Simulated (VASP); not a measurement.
# BN (P1) in VASP: notebook

Runs on BN. Level: PBE. Tasks: single point.

Program: VASP 6.6.1. These are calculated values, not measurements. Logs are shortened: lines on timing, memory, paths and dates and some standing lists are left out, and cuts for length are marked.

## 1. The cell of the first run

The typed cell holds 4 atoms: a = 2.563 Å, b = 2.563 Å, c = 4.439 Å, α = 73.22°, β = 73.22°, γ = 60.00°.

## 2. Single point, PBE

Input file INCAR:

```
SYSTEM = BN
ALGO = Normal
EDIFF = 1E-6
ENCUT = 520
GGA = PE
ISIF = 2
ISMEAR = 0
LASPH = .True.
LCHARG = .False.
LREAL = .False.
LWAVE = .False.
NBANDS = 16
NELM = 100
PREC = Accurate
SIGMA = 0.05
```

Input file KPOINTS:

```
k-points
0
Gamma
  6 6 6
  0 0 0
```

Input file POSCAR:

```
BN
1.0
    0.0000000000     -1.8123937734     -1.8123937734
   -1.8123937734      0.0000000000     -1.8123937734
    1.8123937734      1.8123937734     -3.6247875468
B N
2 2
Direct
   -0.0079968350      0.0356553883      0.0000000000
    0.5079968350      0.4643446117      0.5000000000
    0.3668163164      0.4114884879      0.8750000000
    0.8831836836      0.8385115121      0.3750000000
```

Potentials or basis: VASP PAW PBE potentials, release 64 (B, N).

Launch:

```console
> cat potpaw_PBE.64/B/POTCAR potpaw_PBE.64/N/POTCAR > POTCAR
> mpirun -np 1 vasp_std > vasp.out
```

OUTCAR:

```text
SYSTEM = BN
   EDIFF = 1E-6
   ENCUT = 520
   GGA = PE
   ISIF = 2
   ISMEAR = 0
   LASPH = .True.
   LREAL = .False.
   NELM = 100
   PREC = Accurate

 ion  position               nearest neighbor table
   1  0.992  0.036  0.000-   3 1.57   3 1.57   3 1.57   4 1.58
   2  0.508  0.464  0.500-   4 1.57   4 1.57   4 1.57   3 1.58
   3  0.367  0.411  0.875-   1 1.57   1 1.57   1 1.57   2 1.58
   4  0.883  0.839  0.375-   2 1.57   2 1.57   2 1.57   1 1.58

  LATTYP: Found a trigonal (rhomboedric) cell.
 ALAT       =     4.4394399578
 COS(alpha) =     0.8333333333

  Lattice vectors:

 A1 = (   1.8123937734,   3.6247875468,  -1.8123937734)
 A2 = (   3.6247875468,   1.8123937734,  -1.8123937734)
 A3 = (   1.8123937734,   1.8123937734,  -3.6247875468)

Analysis of symmetry for initial positions (statically):
=====================================================================
 Subroutine PRICEL returns:
 Original cell was already a primitive cell.

 Routine SETGRP: Setting up the symmetry group for a
 trigonal (rhombohedral) supercell.

 Subroutine GETGRP returns: Found  1 space group operations
 (whereof  1 operations were pure point group operations)
 out of a pool of 12 trial point group operations.

The static configuration has the point symmetry C_1 .

Analysis of symmetry for dynamics (positions and initial velocities):
=====================================================================
 Subroutine PRICEL returns:
 Original cell was already a primitive cell.

 Routine SETGRP: Setting up the symmetry group for a
 trigonal (rhombohedral) supercell.

 Subroutine GETGRP returns: Found  1 space group operations
 (whereof  1 operations were pure point group operations)
 out of a pool of 12 trial point group operations.

The dynamic configuration has the point symmetry C_1 .

 Subroutine INISYM returns: Found  1 space group operations
 (whereof  1 operations are pure point group operations),
 and found     1 'primitive' translations

----------------------------------------------------------------------------------------

                                     Primitive cell

  volume of cell :      23.8132

  direct lattice vectors                    reciprocal lattice vectors
     0.000000000 -1.812393773 -1.812393773     0.137939119 -0.413817356 -0.137939119
    -1.812393773  0.000000000 -1.812393773    -0.413817356  0.137939119 -0.137939119
     1.812393773  1.812393773 -3.624787547     0.137939119  0.137939119 -0.137939119

  length of vectors
     2.563111855  2.563111855  4.439439958     0.457492301  0.457492301  0.238917562

  position of ions in fractional coordinates (direct lattice)
     0.992003165  0.035655388  0.000000000
     0.507996835  0.464344612  0.500000000
     0.366816316  0.411488488  0.875000000
     0.883183684  0.838511512  0.375000000

  ion indices of the primitive-cell ions
   primitive index   ion index
                 1           1
                 2           2
                 3           3
                 4           4

----------------------------------------------------------------------------------------

 KPOINTS: k-points

Automatic generation of k-mesh.
 Grid dimensions read from file:
 generate k-points for:    6    6    6

 Generating k-lattice:

  Cartesian coordinates                     Fractional coordinates (reciprocal lattice)
     0.022989853 -0.068969559 -0.022989853     0.166666667  0.000000000 -0.000000000
    -0.068969559  0.022989853 -0.022989853     0.000000000  0.166666667 -0.000000000
     0.022989853  0.022989853 -0.022989853     0.000000000  0.000000000  0.166666667

  Length of vectors
     0.076248717  0.076248717  0.039819594

  Shift w.r.t. Gamma in fractional coordinates (k-lattice)
     0.000000000  0.000000000  0.000000000

 Subroutine IBZKPT returns following result:
 ===========================================

 Found    112 irreducible k-points:

 Following reciprocal coordinates:
            Coordinates               Weight
  0.000000  0.000000  0.000000      1.000000
  0.166667  0.000000  0.000000      2.000000
  0.000000  0.166667  0.000000      2.000000
 -0.166667 -0.166667 -0.166667      2.000000
  0.333333  0.000000 -0.000000      2.000000
  0.000000  0.333333 -0.000000      2.000000
[... 16 lines left out ...]
 -0.166667  0.500000 -0.000000      2.000000
 -0.333333  0.500000  0.500000      2.000000
 [... further k-points ...]
   k-points           NKPTS =    112   k-points in BZ     NKDIM =    112   number of bands    NBANDS=     16
   number of dos      NEDOS =    301   number of ions     NIONS =      4
   total plane-waves  NPLWV =  14400
   dimension x,y,z NGX =    20 NGY =   20 NGZ =   36
   dimension x,y,z NGXF=    40 NGYF=   40 NGZF=   72
   ions per type =               2   2
   NGX,Y,Z   is equivalent  to a cutoff of  12.97, 12.97, 13.48 a.u.
   NGXF,Y,Z  is equivalent  to a cutoff of  25.94, 25.94, 26.96 a.u.
 SYSTEM =  BN
   PREC   = accura    normal or accurate (medium, high low for compatibility)
   ISTART =      0    job   : 0-new  1-cont  2-samecut
   ICHARG =      2    charge: 1-file 2-atom 10-const
   ISPIN  =      1    spin polarized calculation?
   LNONCOLLINEAR =      F non collinear calculations
   LSORBIT =      F    spin-orbit coupling
   LASPH  =      T    aspherical Exc in radial PAW
   ENCUT  =  520.0 eV  38.22 Ry    6.18 a.u.   4.77  4.77  8.25*2*pi/ulx,y,z
   NELM   =    100;   NELMIN=  2; NELMDL= -5     # of ELM steps
   EDIFF  = 0.1E-05   stopping-criterion for ELM
   LREAL  =      F    real-space projection
   EDIFFG = 0.1E-04   stopping-criterion for IOM
   NSW    =      0    number of steps for IOM
   IBRION =     -1    ionic relax: 0-MD 1-quasi-New 2-CG
   NFREE  =      0    steps in history (QN), initial steepest desc. (CG)
   ISIF   =      2    stress and relaxation
   ISYM   =      2    0-nonsym 1-usesym 2-fastsym
   POTIM  = 0.5000    time-step for ionic-motion
   TEBEG  =    0.0;   TEEND  =   0.0 temperature during run
   PSTRESS=    0.0 pullay stress
   NELECT =      16.0000    total number of electrons
   NUPDOWN=      -1.0000    fix difference up-down
   EMIN   =  10.00;   EMAX   =-10.00  energy-range for DOS
   EFERMI =   0.00;   METHOD = LEGACY
   ISMEAR =     0;   SIGMA  =   0.05  broadening in eV -4-tet -1-fermi 0-gaus
   EFERMI_NEDOS =   21; number of points for ismear=-14 and -15
   IALGO  =     38    algorithm
   IMIX   =      4    mixing-type and parameters
     AMIX     =   0.40;   BMIX     =  1.00
     AMIX_MAG =   1.60;   BMIX_MAG =  1.00
  volume/ion in A,a.u.               =       5.95        40.17
  Fermi-wavevector in a.u.,A,eV,Ry     =   1.433867  2.709616 27.973240  2.055975
  Thomas-Fermi vector in A             =   2.553338
   LORBIT       =      0    0 simple, 1 ext, 2 COOP (PROOUT), +10 PAW based schemes
   GGA     = PE    functional components
   LHFCALC =     F    Hartree Fock is set to
   AEXX    =    0.0000 exact exchange contribution
   IVDW    =     0    specifies the selected vdW correction
   LEPSILON=     F    determine dielectric tensor
   LRPA    =     F    only Hartree local field effects (RPA)
 non-spin polarized calculation
 Gauss-broadening in eV      SIGMA  =   0.05
  energy-cutoff  :      520.00
  volume of cell :       23.81
 maximum number of plane-waves:       663
   NGX =  9   NGY =  9   NGZ = 17

 number of electron      16.0000001 magnetization

 Free energy of the ion-electron system (eV)
  ---------------------------------------------------
  ext. energy  EPLUGINS =         0.00000000
  ---------------------------------------------------
  free energy    TOTEN  =       -34.74770971 eV

  energy without entropy =      -34.74770971  energy(sigma->0) =      -34.74770971

 E-fermi :   7.6998     XC(G=0): -12.7901

 val. band max:        7.4000157576   @ k =   0.0000   0.0000   0.0000
 cond. band min:      11.7172954150   @ k =   0.0000   0.5000   0.5000
 fundamental gap:      4.3172796574
 Fermi energy:         7.6997935569

 k-point     1 :       0.0000    0.0000    0.0000
  band No.  band energies     occupation
      1     -12.8274      2.00000
      2      -8.6370      2.00000
      3      -3.2864      2.00000
      4       5.4147      2.00000
      5       5.4388      2.00000
      6       7.2201      2.00000
[... 8 lines left out ...]
     15      18.2197      0.00000
     16      22.5787      0.00000

 k-point     2 :       0.1667    0.0000    0.0000
  band No.  band energies     occupation
      1     -12.2156      2.00000
      2      -8.2761      2.00000
      3      -2.5962      2.00000
      4       3.2281      2.00000
      5       4.7594      2.00000
      6       5.0290      2.00000
[... 8 lines left out ...]
     15      19.8358      0.00000
     16      22.8926      0.00000

 k-point     3 :       0.0000    0.1667    0.0000
  band No.  band energies     occupation
      1     -12.2165      2.00000
      2      -8.2719      2.00000
      3      -2.6013      2.00000
      4       3.2229      2.00000
      5       4.7809      2.00000
      6       5.0001      2.00000
[... 8 lines left out ...]
     15      19.5825      0.00000
     16      22.8225      0.00000

 k-point     4 :      -0.1667   -0.1667   -0.1667
  band No.  band energies     occupation
      1     -12.2161      2.00000
      2      -8.2737      2.00000
      3      -2.5992      2.00000
      4       3.2251      2.00000
      5       4.7707      2.00000
      6       5.0133      2.00000
[... 8 lines left out ...]
     15      19.7123      0.00000
     16      22.8534      0.00000
[... 324 lines left out ...]
 k-point    22 :      -0.1667    0.3333   -0.1667
  band No.  band energies     occupation
      1      -8.8664      2.00000
      2      -7.4484      2.00000
      3      -1.6322      2.00000
      4      -0.1428      2.00000
      5       1.2766      2.00000
      6       1.9839      2.00000
[... 8 lines left out ...]
     15      22.6715      0.00000
     16      23.6043      0.00000

 k-point    23 :      -0.1667    0.5000   -0.0000
  band No.  band energies     occupation
      1      -8.8655      2.00000
      2      -7.4491      2.00000
      3      -1.6372      2.00000
      4      -0.1468      2.00000
      5       1.2916      2.00000
      6       1.9947      2.00000
[... 8 lines left out ...]
     15      22.8461      0.00000
     16      23.5956      0.00000

 k-point    24 :      -0.3333    0.5000    0.5000
  band No.  band energies     occupation
      1      -8.8519      2.00000
      2      -7.4736      2.00000
      3      -1.6177      2.00000
      4      -0.1279      2.00000
      5       1.3061      2.00000
      6       1.9412      2.00000
[... 8 lines left out ...]
     15      22.9479      0.00000
     16      23.5983      0.00000

 [... further k-points ...]
[... 5 lines left out ...]
  --------------------------------------------------------------------------------------
  -------------------------------------------------------------------------------------
  Total       -0.2008681      0.2213676     -0.0247192      0.0634651     -0.0304984     -0.1087546
  in kB      -13.5146237     14.8938508     -1.6631374      4.2700023     -2.0519632     -7.3171262
  external PRESSURE =      -0.0946368 kB  Pullay stress =       0.0000000 kB

 VOLUME and BASIS-vectors are now :
 -----------------------------------------------------------------------------
  energy-cutoff  :      520.00
  volume of cell :       23.81
      direct lattice vectors                 reciprocal lattice vectors
     0.000000000 -1.812393773 -1.812393773     0.137939119 -0.413817356 -0.137939119
    -1.812393773  0.000000000 -1.812393773    -0.413817356  0.137939119 -0.137939119
     1.812393773  1.812393773 -3.624787547     0.137939119  0.137939119 -0.137939119

 POSITION                                       TOTAL-FORCE (eV/Angst)
 -----------------------------------------------------------------------------------
     -0.06462     -1.79790     -1.86252         0.584802     -0.122610      0.458683
      0.06462     -0.01449     -3.57466        -0.597630      0.144005     -0.460518
      0.84007      0.92103     -4.58228         0.801755     -0.191531      0.621350
     -0.84007     -0.92103     -4.47968        -0.788927      0.170135     -0.619516
 -----------------------------------------------------------------------------------
    total drift:                               -0.000029     -0.000043      0.000032

  FREE ENERGIE OF THE ION-ELECTRON SYSTEM (eV)
  ---------------------------------------------------
  free  energy   TOTEN  =       -34.7477097065 eV

  energy  without entropy=      -34.7477097065  energy(sigma->0) =      -34.74770971
```

Wall time 25 s (1 thread of Intel Xeon 6975P-C, shared host); peak memory 0.16 GiB.

What came out:

* Free energy: -34.7477 eV
* Pressure: 0.0 GPa
* Largest force: 1.032 eV/Å
* Band gap on the k mesh: 4.32 eV, indirect (least direct gap 6.27 eV)

Forces in eV/Å, atoms in the order of the input:
```
B    0.585 -0.123  0.459
B   -0.598  0.144 -0.461
N    0.802 -0.192  0.621
N   -0.789  0.170 -0.620
```

Caveat: the k points lie up to 0.48 Å⁻¹ apart; forces of over 1 eV/Å act on the atoms, so gaps and moduli don't describe the material at rest. A k mesh can miss the band edges.

## 3. Single point, PBE

Input file INCAR:

```
PREC = Accurate
ENCUT = 520
EDIFF = 1E-6
ISMEAR = 0
SIGMA = 0.05
LREAL = False
LASPH = True
NELM = 100
ALGO = Normal
ISIF = 2
LWAVE = False
LCHARG = False
GGA = PE
NBANDS = 16
```

Input file KPOINTS:

```
regular mesh
0
Gamma
  6 6 6
```

Input file POSCAR:

```
BN
1.0
    0.0000000000     -1.8123937734     -1.8123937734
   -1.8123937734      0.0000000000     -1.8123937734
    1.8123937734      1.8123937734     -3.6247875468
B N
2 2
Direct
   -0.0063974680      0.0285243107      0.0000000000
    0.5063974680      0.4714756893      0.5000000000
    0.3684530531      0.4041907904      0.8750000000
    0.8815469469      0.8458092096      0.3750000000
```

Potentials or basis: VASP PAW PBE potentials, release 64 (B, N).

Launch:

```console
> cat potpaw_PBE.64/B/POTCAR potpaw_PBE.64/N/POTCAR > POTCAR
> mpirun -np 1 vasp_std > vasp.out
```

It took 24 s on 1 thread of Intel Xeon 6975P-C, shared host; peak memory 0.16 GiB.

Results (log left out):

* Free energy: -34.8018 eV
* Pressure: 0.1 GPa
* Largest force: 0.823 eV/Å
* Band gap on the k mesh: 4.36 eV

Forces in eV/Å, atoms in the order of the input:
```
B    0.471 -0.100  0.369
B   -0.479  0.113 -0.369
N    0.640 -0.150  0.495
N   -0.631  0.137 -0.494
```

Stress tensor (GPa, compression positive):
```
-0.78  0.25 -0.45
 0.25  1.04 -0.11
-0.45 -0.11 -0.02
```

Levels at points of the mesh, in eV from the valence-band top:
```csv
k point,band 5,band 6,band 7,band 8,band 9,band 10,band 11,band 12
"(0.00, 0.00, 0.00)",-1.95,-0.12,-0.08,0.00,8.58,8.70,8.75,9.95
"(0.50, 0.00, 0.00)",-5.23,-5.13,-3.64,-3.63,7.41,7.46,12.48,12.81
"(0.00, 0.50, 0.00)",-5.34,-4.88,-3.69,-3.66,7.27,7.54,12.13,13.44
"(0.50, 0.50, 0.50)",-5.32,-4.96,-3.67,-3.65,7.32,7.52,12.20,13.30
"(0.50, 0.50, 0.00)",-4.91,-4.89,-2.02,-1.93,4.38,9.06,9.90,10.55
"(0.00, 0.50, 0.50)",-4.91,-4.89,-2.00,-1.94,4.36,8.97,9.93,10.60
"(0.50, 0.00, 0.50)",-4.92,-4.87,-2.06,-1.92,4.40,9.19,9.87,10.55
"(0.00, 0.00, 0.50)",-1.30,-1.30,-1.04,-1.04,9.12,9.22,9.94,10.19
```

Caveat: the k points lie up to 0.48 Å⁻¹ apart. Expect the measured gap to be larger: semilocal functionals such as PBE lack the derivative discontinuity.

## 4. Single point, PBE

This run uses another cell than the first one, of 6.11 Å³/atom, 1.027 times its volume.

Input file INCAR:

```
SYSTEM = BN
ALGO = Normal ; EDIFF = 1E-6
ENCUT = 520 ; GGA = PE
ISIF = 2 ; ISMEAR = 0
LASPH = .TRUE. ; LCHARG = .FALSE.
LREAL = .FALSE. ; LWAVE = .FALSE.
NBANDS = 16 ; NELM = 60
PREC = Accurate ; SIGMA = 0.05
```

Input file KPOINTS:

```
k-points
0
G
  6 6 6
  0 0 0
```

Input file POSCAR:

```
BN
1.0
    0.0000000000     -1.8123937734     -1.8364986106
   -1.8364986106      0.0000000000     -1.8364986106
    1.8364986106      1.8123937734     -3.6729972212
B N
2 2
Direct
   -0.0079968350      0.0356553883      0.0000000000
    0.5079968350      0.4643446117      0.5000000000
    0.3668163164      0.4114884879      0.8750000000
    0.8831836836      0.8385115121      0.3750000000
```

Launch:

```console
> cat potpaw_PBE.64/B/POTCAR potpaw_PBE.64/N/POTCAR > POTCAR
> mpirun -np 1 vasp_std > vasp.out
```

It took 25 s on 1 thread of Intel Xeon 6975P-C, shared host; peak memory 0.16 GiB.

It converged, with:

```
Free energy            : -34.7215 eV
Pressure               : -9.4 GPa
Largest force          : 1.046 eV/Å
Band gap on the k mesh : 4.14 eV, indirect (least direct gap 5.96 eV)
```

Forces in eV/Å, atoms in the order of the input:
```
B    0.585 -0.124  0.469
B   -0.610  0.138 -0.459
N    0.816 -0.182  0.629
N   -0.791  0.168 -0.638
```

Stress tensor (GPa, compression positive):
```
-13.25   0.49  -0.85
  0.49  -2.83  -0.25
 -0.85  -0.25 -12.10
```

Levels at points of the mesh, in eV from the valence-band top:
```tsv
k point	band 6	band 7	band 8	band 9	band 10	band 11
(0.00, 0.00, 0.00)	-0.27	-0.18	0.00	8.31	8.49	8.51
(0.50, 0.00, 0.00)	-5.01	-3.70	-3.69	7.06	7.12	11.83
(0.00, 0.50, 0.00)	-4.82	-3.62	-3.59	7.10	7.42	11.65
(0.50, 0.50, 0.50)	-4.93	-3.59	-3.57	7.17	7.39	11.74
(0.50, 0.50, 0.00)	-4.78	-2.11	-1.91	4.33	8.89	9.42
(0.00, 0.50, 0.50)	-4.77	-2.09	-1.90	4.30	8.75	9.44
(0.00, 0.00, 0.50)	-1.38	-1.07	-1.03	8.61	8.76	9.71
(0.50, 0.00, 0.50)	-4.92	-2.23	-1.82	4.14	8.79	9.33
```

Caveat: the k points lie up to 0.48 Å⁻¹ apart; forces of over 1 eV/Å act on the atoms, so gaps and moduli don't describe the material at rest.

(Continued in part 2 of 2.)
